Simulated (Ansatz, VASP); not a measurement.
Cu: VASP beside Ansatz

```
CELL_PARAMETERS angstrom
0.00000 1.80750 1.82557
1.80750 0.00000 1.82557
1.80750 1.80750 0.00000
ATOMIC_POSITIONS crystal
Cu 0.00000 0.00000 0.00000
```

Change from the starting cell: zz strain of +1 %.

Alike in both runs: task single point; functional PBE; k mesh 19 × 19 × 19; occupations fermi-dirac, width 0.08 eV; no spin polarisation.

|  | VASP | Ansatz |
| --- | --- | --- |
| version | VASP 6.6.1 | Ansatz 0.2.0 |
| potentials or method | VASP PAW PBE potentials, release 64 (Cu), cutoff 520 eV | all-electron LAPW, scalar-relativistic |

Ansatz gave:

| Item | Value |
| --- | --- |
| pressure (GPa) | 0.2 |
| traceless stress, the component that is largest in VASP (GPa) | -0.31 |

Question: What did VASP give for the same quantities?

Answer: Pressure (GPa): 0.8; traceless stress, the component that is largest in VASP (GPa): -0.30.

Ansatz ran all-electron here, and VASP with PAW potentials.
